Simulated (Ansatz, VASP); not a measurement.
## One calculation of InAs, two programs

INCAR

```
SYSTEM = InAs
ALGO = Normal
EDIFF = 1E-6
ENCUT = 500
GGA_COMPAT = .FALSE.
ISIF = 2
ISMEAR = 0
LASPH = .TRUE.
LCHARG = .TRUE.
LELF = .TRUE.
LREAL = .FALSE.
LVHAR = .TRUE.
LWAVE = .FALSE.
NBANDS = 16
NELM = 120
PREC = Accurate
SIGMA = 0.15
```

KPOINTS

```
k-points
0
G
  14 14 14
  0 0 0
```

The input POSCAR:

```
InAs
1.0
    0.0000000000      2.8478678852      2.8478678852
    2.8478678852      0.0000000000      2.8478678852
    2.8478678852      2.8478678852      0.0000000000
In As
1 1
Direct
    0.4776364237      0.5223635763      0.5223635763
    0.0342723764     -0.0342723764     -0.0342723764
```

Input for Ansatz:

```yaml
crystal:
  lattice:
    - [0.0, 2.8478678852, 2.8478678852]
    - [2.8478678852, 0.0, 2.8478678852]
    - [2.8478678852, 2.8478678852, 0.0]
  atoms:
    - { symbol: In, position: [0.4776364237, 0.5223635763, 0.5223635763] }
    - { symbol: As, position: [0.0342723764, -0.0342723764, -0.0342723764] }
basis:
  ecutwfc: 420
kpoints:
  mp_grid: { grid: [14, 14, 14] }
hamiltonian:
  xc: lda
  pseudopotentials: { kind: paw, azcp: { folder: soft_1 } }
scf:
  occupations: { method: gaussian, width: 0.15 }
output:
  forces: true
  stress: true
  eigenvalues: true
```

Change from the starting cell: mode 4 frozen in at -0.192 Å, equal normal strain along x, y and z +0.0167.

Alike in both runs: task single point; functional LDA; k mesh 14 × 14 × 14; occupations gaussian, width 0.15 eV; no spin polarisation.

|  | VASP | Ansatz |
| --- | --- | --- |
| version | VASP 6.6.1 | Ansatz 0.2.0 |
| potentials or method | VASP PAW LDA potentials, release 64 (In_d, As), cutoff 500 eV | scalar-relativistic, plane waves, PAW |
| valence electrons in the cell | 18 | 28 |

```csv
,VASP,Ansatz,Ansatz less VASP
gap on the k mesh at the Fermi level (eV),none,none,-
pressure (GPa),-0.6,-0.8,-0.24
"traceless stress, the component that is largest in VASP (GPa)",7.41,7.36,-0.055
rms of the force components (eV/Å),0.646,0.635,-0.0113
```

Ansatz warns that its potentials were made for another functional, while VASP's fit it. LDA's correlation is that of Perdew and Zunger in VASP and of Perdew and Wang (1992) in Ansatz. Atom by atom the forces differ by 0.011 eV/Å (rms over components). A gap of «none» marks a metal or a gap that the smearing closes. VASP's potentials hold 18 valence electrons a cell and Ansatz's 28, so a difference there can come from the potentials and not from the codes.
